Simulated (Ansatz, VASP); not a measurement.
**BaF2: VASP beside Ansatz**

The input INCAR:

```
SYSTEM = BaF2
PREC     = Accurate       ! precision mode
ENCUT    = 600            ! plane-wave cutoff, eV
EDIFF    = 1E-6           ! SCF threshold, eV
ISMEAR   = 0              ! smearing method
SIGMA    = 0.01           ! smearing width, eV
LREAL    = .FALSE.        ! projectors in reciprocal space
LASPH    = .TRUE.         ! aspherical terms in the spheres
NELM     = 120            ! most SCF steps
ALGO     = Normal         ! electronic algorithm
ISIF     = 2              ! what is computed and relaxed
LWAVE    = .FALSE.        ! write WAVECAR
LCHARG   = .FALSE.        ! write CHGCAR
GGA      = PE             ! functional
NBANDS   = 19             ! bands
GGA_COMPAT= .FALSE.
```

Contents of KPOINTS:

```
Automatic mesh
0
G
  8 8 8
  0 0 0
```

Contents of POSCAR:

```
BaF2
1.0
    0.0000000000      3.0971637732      3.0971637732
    3.0971637732      0.0000000000      3.0971637732
    3.0971637732      3.0971637732      0.0000000000
Ba F
1 2
Direct
    0.0000000000      0.0000000000      0.0000000000
    0.2500000000      0.2500000000      0.2500000000
    0.7500000000      0.7500000000      0.7500000000
```

Input for Ansatz:

```yaml
crystal:
  lattice:
    - [0.0, 3.0971637732, 3.0971637732]
    - [3.0971637732, 0.0, 3.0971637732]
    - [3.0971637732, 3.0971637732, 0.0]
  atoms:
    - { symbol: Ba, position: [0.0, 0.0, 0.0] }
    - { symbol: F, position: [0.25, 0.25, 0.25] }
    - { symbol: F, position: [0.75, 0.75, 0.75] }
kpoints:
  mp_grid: { grid: [8, 8, 8] }
  band_path:
    path:
      - [0.0, 0.0, 0.0]
      - [0.5, 0.0, 0.5]
      - [0.625, 0.25, 0.625]
      - [0.375, 0.375, 0.75]
      - [0.5, 0.5, 0.5]
      - [0.5, 0.25, 0.75]
      - [0.0, 0.229167, -0.229167]
    npoints: 1
hamiltonian:
  xc: pbe
scf:
  occupations: { method: fixed }
  n_extra_bands: 4
output:
  forces: true
  stress: true
  eigenvalues: true
```

Alike in both runs: task single point; functional PBE; k mesh 8 × 8 × 8; no spin polarisation.

```csv
,VASP,Ansatz
version,VASP 6.6.1,Ansatz 0.2.0
potentials or method,"VASP PAW PBE potentials, release 64 (Ba_sv, F)","plane waves, PAW"
plane-wave cutoff (eV),600,420
occupations,"gaussian, width 0.01 eV",fixed
valence electrons in the cell,24,24
```

|  | VASP | Ansatz | Ansatz less VASP |
| --- | --- | --- | --- |
| gap on the k mesh at the Fermi level (eV) | 6.78 | 6.84 | +0.066 |
| pressure (GPa) | 2.5 | 1.4 | -1.02 |

Neither program's run includes spin-orbit coupling.
